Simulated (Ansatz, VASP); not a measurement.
**One calculation of BAs, two programs**

```xyz
2
Lattice="0.0000 2.3679 2.4030 2.3679 0.0000 2.4030 2.3679 2.3679 0.0000" Properties=species:S:1:pos:R:3 pbc="T T T"
B     0.0000    0.0000    0.0000
As    1.1840    1.1840    1.2015
```

Change from the starting cell: epitaxial_xy strain -1.0%.

Alike in both runs: task single point; functional PBE; k mesh 10 × 10 × 10; occupations fermi-dirac, width 0.02 eV; no spin polarisation.

|  | VASP | Ansatz |
| --- | --- | --- |
| version | VASP 6.6.1 | Ansatz 0.2.0 |
| potentials or method | VASP PAW PBE potentials, release 64 (B, As_d) | plane waves, PAW |
| plane-wave cutoff (eV) | 560 | 420 |
| valence electrons in the cell | 18 | 18 |

|  | VASP | Ansatz | Ansatz less VASP |
| --- | --- | --- | --- |
| gap on the k mesh at the Fermi level (eV) | 1.06 | 1.06 | -0.002 |
| pressure (GPa) | 4.2 | 4.4 | +0.24 |
| traceless stress, the component that is largest in VASP (GPa) | -2.10 | -2.09 | +0.005 |

The functional is the same, so the differences come from potentials, cutoffs and numerics.
